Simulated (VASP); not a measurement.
# ZrTiN (P-6m2) in VASP: further runs

The runs below take ZrTiN through single point, relaxation of cell and atoms, with PBE.

Everything below comes from runs of VASP 6.6.1. Logs are shortened: lines on timing, memory, paths and dates and some standing lists are left out, and cuts for length are marked.

## 1. The cell of the first run

It takes space group P-6m2 (No. 187, hexagonal). Conventional cell: a = 4.221 Å, b = 4.221 Å, c = 2.803 Å, α = 90.00°, β = 90.00°, γ = 120.00°. Within 3.2 Å of Zr (site symmetry -6m2) lie 3 Ti at 2.44 Å and 2 Zr at 2.80 Å and 6 N at 2.81 Å. Ti (site symmetry -6m2) has 3 Zr at 2.44 Å and 2 Ti at 2.80 Å and 6 N at 2.81 Å within 3.2 Å. N (site symmetry -6m2) has 2 N at 2.80 Å and 6 Zr at 2.81 Å and 6 Ti at 2.81 Å within 3.7 Å.

## 2. Single point, PBE

Input file INCAR:

```
SYSTEM = ZrTiN
ALGO = Normal
EDIFF = 1E-6
ENCUT = 520
GGA = PE
ISIF = 2
ISMEAR = 0
LASPH = .TRUE.
LCHARG = .TRUE.
LELF = .TRUE.
LREAL = .FALSE.
LVHAR = .TRUE.
LWAVE = .FALSE.
NBANDS = 22
NELM = 60
PREC = Accurate
SIGMA = 0.1
```

Input file KPOINTS:

```
k-points
0
G
  6 6 6
  0 0 0
```

Input file POSCAR:

```
ZrTiN
1.0
    4.2213283052      0.0000000000      0.0000000000
   -2.1106641526      3.6557775500      0.0000000000
    0.0000000000      0.0000000000      2.8028049200
Zr Ti N
1 1 1
Direct
    0.6666666667      0.3333333333      0.5000000000
    0.3333333333      0.6666666667      0.5000000000
    0.0000000000      0.0000000000      0.0000000000
```

Potentials or basis: VASP PAW PBE potentials, release 64 (Zr_sv, Ti_sv, N).

Command:

```console
$ cat potpaw_PBE.64/Zr_sv/POTCAR potpaw_PBE.64/Ti_sv/POTCAR potpaw_PBE.64/N/POTCAR > POTCAR
$ mpirun -np 1 vasp_std > vasp.out
```

OUTCAR:

```text
SYSTEM = ZrTiN
   EDIFF = 1E-6
   ENCUT = 520
   GGA = PE
   ISIF = 2
   ISMEAR = 0
   LASPH = .TRUE.
   LREAL = .FALSE.
   NELM = 60
   PREC = Accurate

 ion  position               nearest neighbor table
   1  0.667  0.333  0.500-   2 2.44   2 2.44   2 2.44   3 2.81   3 2.81   3 2.81   3 2.81   3 2.81
                             3 2.81
   2  0.333  0.667  0.500-   1 2.44   1 2.44   1 2.44
   3  0.000  0.000  0.000-   1 2.81   1 2.81   1 2.81   1 2.81   1 2.81   1 2.81

  LATTYP: Found a hexagonal cell.
 ALAT       =     4.2213283052
 C/A-ratio  =     0.6639627902

  Lattice vectors:

 A1 = (   4.2213283052,   0.0000000000,   0.0000000000)
 A2 = (  -2.1106641526,   3.6557775500,   0.0000000000)
 A3 = (   0.0000000000,   0.0000000000,   2.8028049200)

Analysis of symmetry for initial positions (statically):
=====================================================================
 Subroutine PRICEL returns:
 Original cell was already a primitive cell.

 Routine SETGRP: Setting up the symmetry group for a
 hexagonal supercell.

 Subroutine GETGRP returns: Found 12 space group operations
 (whereof 12 operations were pure point group operations)
 out of a pool of 24 trial point group operations.

The static configuration has the point symmetry D_3h.

Analysis of symmetry for dynamics (positions and initial velocities):
=====================================================================
 Subroutine PRICEL returns:
 Original cell was already a primitive cell.

 Routine SETGRP: Setting up the symmetry group for a
 hexagonal supercell.

 Subroutine GETGRP returns: Found 12 space group operations
 (whereof 12 operations were pure point group operations)
 out of a pool of 24 trial point group operations.

The dynamic configuration has the point symmetry D_3h.

 Subroutine INISYM returns: Found 12 space group operations
 (whereof 12 operations are pure point group operations),
 and found     1 'primitive' translations

----------------------------------------------------------------------------------------

                                     Primitive cell

  volume of cell :      43.2536

  direct lattice vectors                    reciprocal lattice vectors
     4.221328305  0.000000000  0.000000000     0.236892259  0.136769810  0.000000000
    -2.110664153  3.655777550  0.000000000     0.000000000  0.273539619  0.000000000
     0.000000000  0.000000000  2.802804920     0.000000000  0.000000000  0.356785445

  length of vectors
     4.221328305  4.221328305  2.802804920     0.273539619  0.273539619  0.356785445

  position of ions in fractional coordinates (direct lattice)
     0.666666667  0.333333333  0.500000000
     0.333333333  0.666666667  0.500000000
     0.000000000  0.000000000  0.000000000

  ion indices of the primitive-cell ions
   primitive index   ion index
                 1           1
                 2           2
                 3           3

----------------------------------------------------------------------------------------

 KPOINTS: k-points

Automatic generation of k-mesh.
 Grid dimensions read from file:
 generate k-points for:    6    6    6

 Generating k-lattice:

  Cartesian coordinates                     Fractional coordinates (reciprocal lattice)
     0.039482043  0.022794968  0.000000000     0.166666667  0.000000000  0.000000000
     0.000000000  0.045589937  0.000000000     0.000000000  0.166666667  0.000000000
     0.000000000  0.000000000  0.059464241     0.000000000  0.000000000  0.166666667

  Length of vectors
     0.045589937  0.045589937  0.059464241

  Shift w.r.t. Gamma in fractional coordinates (k-lattice)
     0.000000000  0.000000000  0.000000000

 Subroutine IBZKPT returns following result:
 ===========================================

 Found     28 irreducible k-points:

 Following reciprocal coordinates:
            Coordinates               Weight
  0.000000  0.000000  0.000000      1.000000
  0.166667  0.000000  0.000000      6.000000
  0.333333  0.000000  0.000000      6.000000
  0.500000 -0.000000  0.000000      3.000000
  0.166667  0.166667  0.000000      6.000000
  0.333333  0.166667  0.000000     12.000000
[... 16 lines left out ...]
  0.166667  0.000000  0.500000      6.000000
  0.333333  0.000000  0.500000      6.000000
 [... further k-points ...]
   k-points           NKPTS =     28   k-points in BZ     NKDIM =     28   number of bands    NBANDS=     22
   number of dos      NEDOS =    301   number of ions     NIONS =      3
   total plane-waves  NPLWV =  24576
   dimension x,y,z NGX =    32 NGY =   32 NGZ =   24
   dimension x,y,z NGXF=    64 NGYF=   64 NGZF=   48
   ions per type =               1   1   1
   NGX,Y,Z   is equivalent  to a cutoff of  12.60, 12.60, 14.24 a.u.
   NGXF,Y,Z  is equivalent  to a cutoff of  25.20, 25.20, 28.47 a.u.
 SYSTEM =  ZrTiN
   PREC   = accura    normal or accurate (medium, high low for compatibility)
   ISTART =      0    job   : 0-new  1-cont  2-samecut
   ICHARG =      2    charge: 1-file 2-atom 10-const
   ISPIN  =      1    spin polarized calculation?
   LNONCOLLINEAR =      F non collinear calculations
   LSORBIT =      F    spin-orbit coupling
   LASPH  =      T    aspherical Exc in radial PAW
   ENCUT  =  520.0 eV  38.22 Ry    6.18 a.u.   7.85  7.85  5.21*2*pi/ulx,y,z
   NELM   =     60;   NELMIN=  2; NELMDL= -5     # of ELM steps
   EDIFF  = 0.1E-05   stopping-criterion for ELM
   LREAL  =      F    real-space projection
   EDIFFG = 0.1E-04   stopping-criterion for IOM
   NSW    =      0    number of steps for IOM
   IBRION =     -1    ionic relax: 0-MD 1-quasi-New 2-CG
   NFREE  =      0    steps in history (QN), initial steepest desc. (CG)
   ISIF   =      2    stress and relaxation
   ISYM   =      2    0-nonsym 1-usesym 2-fastsym
   POTIM  = 0.5000    time-step for ionic-motion
   TEBEG  =    0.0;   TEEND  =   0.0 temperature during run
   PSTRESS=    0.0 pullay stress
   NELECT =      29.0000    total number of electrons
   NUPDOWN=      -1.0000    fix difference up-down
   EMIN   =  10.00;   EMAX   =-10.00  energy-range for DOS
   EFERMI =   0.00;   METHOD = LEGACY
   ISMEAR =     0;   SIGMA  =   0.10  broadening in eV -4-tet -1-fermi 0-gaus
   EFERMI_NEDOS =   21; number of points for ismear=-14 and -15
   IALGO  =     38    algorithm
   IMIX   =      4    mixing-type and parameters
     AMIX     =   0.40;   BMIX     =  1.00
     AMIX_MAG =   1.60;   BMIX_MAG =  1.00
  volume/ion in A,a.u.               =      14.42        97.30
  Fermi-wavevector in a.u.,A,eV,Ry     =   1.432848  2.707691 27.933503  2.053055
  Thomas-Fermi vector in A             =   2.552431
   LORBIT       =      0    0 simple, 1 ext, 2 COOP (PROOUT), +10 PAW based schemes
   GGA     = PE    functional components
   LHFCALC =     F    Hartree Fock is set to
   AEXX    =    0.0000 exact exchange contribution
   IVDW    =     0    specifies the selected vdW correction
   LEPSILON=     F    determine dielectric tensor
   LRPA    =     F    only Hartree local field effects (RPA)
 non-spin polarized calculation
 Gauss-broadening in eV      SIGMA  =   0.10
  energy-cutoff  :      520.00
  volume of cell :       43.25
 maximum number of plane-waves:      1182
 NGX is ok and might be reduce to    32
   NGX = 15   NGY = 15   NGZ = 11

 number of electron      28.9999998 magnetization

 Free energy of the ion-electron system (eV)
  ---------------------------------------------------
  ext. energy  EPLUGINS =         0.00000000
  ---------------------------------------------------
  free energy    TOTEN  =       -20.31116673 eV

  energy without entropy =      -20.28562904  energy(sigma->0) =      -20.29839789

 E-fermi :   9.1620     XC(G=0): -11.8533

 val. band max:        9.1551757747   @ k =   0.5000  -0.0000   0.5000
 cond. band min:       9.1725300327   @ k =   0.1667   0.1667   0.1667
 fundamental gap:      0.0173542580
 Fermi energy:         9.1620019018

 k-point     1 :       0.0000    0.0000    0.0000
  band No.  band energies     occupation
      1     -47.3117      2.00000
      2     -39.3094      2.00000
      3     -23.8061      2.00000
      4     -23.8061      2.00000
      5     -23.3598      2.00000
      6     -17.4455      2.00000
[... 14 lines left out ...]
     21      12.6565      0.00000
     22      14.2975      0.00000

 k-point     2 :       0.1667    0.0000    0.0000
  band No.  band energies     occupation
      1     -47.3098      2.00000
      2     -39.3162      2.00000
      3     -23.8149      2.00000
      4     -23.7822      2.00000
      5     -23.3586      2.00000
      6     -17.4767      2.00000
[... 14 lines left out ...]
     21      12.9363      0.00000
     22      14.3562      0.00000

 k-point     3 :       0.3333    0.0000    0.0000
  band No.  band energies     occupation
      1     -47.3059      2.00000
      2     -39.3299      2.00000
      3     -23.8323      2.00000
      4     -23.7343      2.00000
      5     -23.3563      2.00000
      6     -17.5373      2.00000
[... 14 lines left out ...]
     21      13.1523      0.00000
     22      14.2003      0.00000

 k-point     4 :       0.5000   -0.0000    0.0000
  band No.  band energies     occupation
      1     -47.3040      2.00000
      2     -39.3367      2.00000
      3     -23.8410      2.00000
      4     -23.7104      2.00000
      5     -23.3551      2.00000
      6     -17.5666      2.00000
[... 14 lines left out ...]
     21      13.3286      0.00000
     22      13.9439      0.00000

 k-point     5 :       0.1667    0.1667    0.0000
  band No.  band energies     occupation
      1     -47.3069      2.00000
      2     -39.3264      2.00000
      3     -23.8328      2.00000
      4     -23.7413      2.00000
      5     -23.3569      2.00000
      6     -17.5232      2.00000
[... 417 lines left out ...]
 k-point    22 :       0.0000    0.0000    0.5000
  band No.  band energies     occupation
      1     -47.2476      2.00000
      2     -39.1008      2.00000
      3     -23.8685      2.00000
      4     -23.7402      2.00000
      5     -23.7402      2.00000
      6     -18.1299      2.00000
[... 14 lines left out ...]
     21      13.1310      0.00000
     22      13.1310      0.00000

 k-point    23 :       0.1667    0.0000    0.5000
  band No.  band energies     occupation
      1     -47.2458      2.00000
      2     -39.1074      2.00000
      3     -23.8655      2.00000
      4     -23.7479      2.00000
      5     -23.7170      2.00000
      6     -18.1324      2.00000
[... 14 lines left out ...]
     21      13.0113      0.00000
     22      14.4395      0.00000

 k-point    24 :       0.3333    0.0000    0.5000
  band No.  band energies     occupation
      1     -47.2422      2.00000
      2     -39.1206      2.00000
      3     -23.8595      2.00000
      4     -23.7633      2.00000
      5     -23.6705      2.00000
      6     -18.1374      2.00000
[... 14 lines left out ...]
     21      14.0421      0.00000
     22      15.3065      0.00000

 [... further k-points ...]
[... 5 lines left out ...]
  --------------------------------------------------------------------------------------
  -------------------------------------------------------------------------------------
  Total        0.1009186      0.1009186     -0.0419969      0.0000000      0.0000000     -0.0000000
  in kB        3.7381777      3.7381777     -1.5556295      0.0000000      0.0000000     -0.0000000
  external PRESSURE =       1.9735753 kB  Pullay stress =       0.0000000 kB

 VOLUME and BASIS-vectors are now :
 -----------------------------------------------------------------------------
  energy-cutoff  :      520.00
  volume of cell :       43.25
      direct lattice vectors                 reciprocal lattice vectors
     4.221328305  0.000000000  0.000000000     0.236892259  0.136769810  0.000000000
    -2.110664153  3.655777550  0.000000000     0.000000000  0.273539619  0.000000000
     0.000000000  0.000000000  2.802804920     0.000000000  0.000000000  0.356785445

 POSITION                                       TOTAL-FORCE (eV/Angst)
 -----------------------------------------------------------------------------------
      2.11066      1.21859      1.40140        -0.000000      0.000000      0.000000
     -0.00000      2.43719      1.40140         0.000000     -0.000000      0.000000
      0.00000      0.00000      0.00000        -0.000000     -0.000000      0.000000
 -----------------------------------------------------------------------------------
    total drift:                                0.000002     -0.000001     -0.000000

  FREE ENERGIE OF THE ION-ELECTRON SYSTEM (eV)
  ---------------------------------------------------
  free  energy   TOTEN  =       -20.3111667300 eV

  energy  without entropy=      -20.2856290420  energy(sigma->0) =      -20.29839789
```

It took 20 s on 1 thread of AMD EPYC 9R45 (Zen 5), shared host; peak memory 0.15 GiB.

Results:

```
Free energy : -20.3112 eV
Pressure    : 0.2 GPa
```

Levels at points of the mesh, in eV from the Fermi level:
| k point | band 11 | band 12 | band 13 | band 14 | band 15 | band 16 | band 17 | band 18 |
| --- | --- | --- | --- | --- | --- | --- | --- | --- |
| (0.00, 0.00, 0.00) | -3.68 | -2.64 | -0.57 | 0.21 | 0.45 | 1.10 | 1.10 | 1.84 |
| (0.50, 0.00, 0.00) | -3.31 | -1.61 | -1.08 | -0.58 | -0.31 | -0.11 | 1.53 | 2.57 |
| (0.00, 0.00, 0.50) | -2.66 | -2.66 | -1.91 | -1.91 | 1.15 | 1.15 | 1.84 | 1.84 |
| (0.50, 0.00, 0.50) | -4.23 | -3.30 | -0.86 | -0.26 | -0.01 | 0.49 | 1.24 | 2.34 |

Caveat: the k points lie up to 0.37 Å⁻¹ apart.

## 3. Relaxation of cell and atoms, PBE

This run uses another cell than the first one, of 14.30 Å³/atom, 0.992 times its volume.

Input file INCAR:

```
SYSTEM = ZrTiN
  ALGO = Normal
  EDIFF = 1E-6
  EDIFFG = -0.04
  ENCUT = 600
  GGA = PE
  IBRION = 2
  ISIF = 3
  ISMEAR = 0
  LASPH = .True.
  LCHARG = .False.
  LREAL = .False.
  LWAVE = .False.
  NELM = 100
  NSW = 90
  PREC = Accurate
  SIGMA = 0.1
```

Input file KPOINTS:

```
k-points
0
Gamma
  6 6 6
  0 0 0
```

Input file POSCAR:

```
ZrTiN
1.0
    4.1576693431      0.0000000000      0.0000000000
   -2.0788346716      3.6006472717      0.0000000000
    0.0000000000      0.0000000000      2.8658778900
Zr Ti N
1 1 1
Direct
    0.6666666667      0.3333333333      0.5000000000
    0.3333333333      0.6666666667      0.5000000000
    0.0000000000      0.0000000000      0.0000000000
```

Potentials or basis: VASP PAW PBE potentials, release 64 (Zr_sv, Ti_sv, N).

Command:

```console
$ cat potpaw_PBE.64/Zr_sv/POTCAR potpaw_PBE.64/Ti_sv/POTCAR potpaw_PBE.64/N/POTCAR > POTCAR
$ mpirun -np 1 vasp_std > vasp.out
```

Run time: 47 s. Hardware: 1 thread of AMD EPYC 9R45 (Zen 5), shared host; peak memory 0.17 GiB.

It converged, with:

| Quantity | Value |
| --- | --- |
| Free energy | -20.3127 eV |
| Relaxed volume | 14.51 Å³/atom |
| Relaxed cell | a = 4.235 Å, b = 4.235 Å, c = 2.802 Å, α = 90.00°, β = 90.00°, γ = 120.00° |
| Space group after relaxing (to 0.05 Å) | P-6m2 (No. 187) |
| Energy gained by relaxing | 6.6 meV/atom |
| Ionic steps | 3 |
| Pressure after relaxing | -0.4 GPa |

The path:
```
step  energy change (eV)  largest force (eV/Å)  pressure (GPa)  volume (Å³)
   1              0.0000                0.0000            0.64        42.90
   2             -0.0156                0.0000           -0.01        43.25
   3             -0.0198                0.0000           -0.39        43.52
```

Final structure:
```xyz
3
Lattice="4.2350 0.0000 0.0000 -2.1175 3.6676 0.0000 0.0000 0.0000 2.8021" Properties=species:S:1:pos:R:3 pbc="T T T"
Zr    2.1175    1.2225    1.4010
Ti    0.0000    2.4451    1.4010
N     0.0000    0.0000    2.8021
```

Levels at points of the mesh, in eV from the Fermi level:
```csv
k point,band 10,band 11,band 12,band 13,band 14,band 15,band 16,band 17,band 18
"(0.00, 0.00, 0.00)",-3.67,-3.67,-2.64,-0.61,0.23,0.42,1.07,1.07,1.86
"(0.50, 0.00, 0.00)",-4.97,-3.30,-1.61,-1.08,-0.59,-0.28,-0.12,1.56,2.66
"(0.00, 0.00, 0.50)",-4.81,-2.64,-2.64,-1.90,-1.90,1.15,1.15,1.82,1.88
"(0.50, 0.00, 0.50)",-4.28,-4.20,-3.28,-0.87,-0.24,-0.01,0.48,1.23,2.30
```

Caveat: the k points lie up to 0.37 Å⁻¹ apart in the final cell.
